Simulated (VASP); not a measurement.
Runs of VASP 6.6.1 on RbBr. The structure is that of space group Pmmm (No. 47), or close to it. The cells are those of the table. 

| cell | smearing | gap on the mesh (eV) |
| --- | --- | --- |
| a = 6.082, b = 6.330, c = 23.800 Å, 2 atoms | gaussian 0.02 eV | 3.60 |
| a = 8.322, b = 6.353, c = 23.800 Å, 2 atoms | gaussian 0.02 eV | (a) |
| a = 4.847, b = 6.855, c = 14.000 Å, 2 atoms | gaussian 0.1 eV | 2.51 |
| a = 6.082, b = 6.330, c = 23.800 Å, 2 atoms | gaussian 0.1 eV | 3.60 |

Alike in all rows: task single point; level PBE; potentials or basis VASP PAW PBE potentials, release 64 (Rb_sv, Br); no spin polarisation; k mesh 4 × 4 × 1; cutoff (eV) 520.

Task: Fill in the values left out.

Result: (a) 3.95.

A k mesh can miss the band edges, and the runs leave out spin-orbit coupling on Br, Rb.
